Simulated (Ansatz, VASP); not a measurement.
## One calculation of PbS, two programs

```
CELL_PARAMETERS angstrom
0.00000 2.89706 2.89706
2.89706 0.00000 2.89706
2.89706 2.89706 0.00000
ATOMIC_POSITIONS crystal
Pb 0.00000 0.00000 0.00000
S 0.50000 0.50000 0.50000
```

Alike in both runs: task single point; functional PBE; k mesh 12 × 12 × 12; occupations gaussian, width 0.03 eV; no spin polarisation.

|  | VASP | Ansatz |
| --- | --- | --- |
| version | VASP 6.6.1 | Ansatz 0.2.0 |
| potentials or method | VASP PAW PBE potentials, release 64 (Pb_d, S), cutoff 500 eV | scalar-relativistic, plane waves, PAW |
| valence electrons in the cell | 20 | 20 |

|  | VASP | Ansatz | Ansatz less VASP |
| --- | --- | --- | --- |
| pressure (GPa) | 7.2 | 7.3 | +0.09 |

Neither program's run includes spin-orbit coupling.
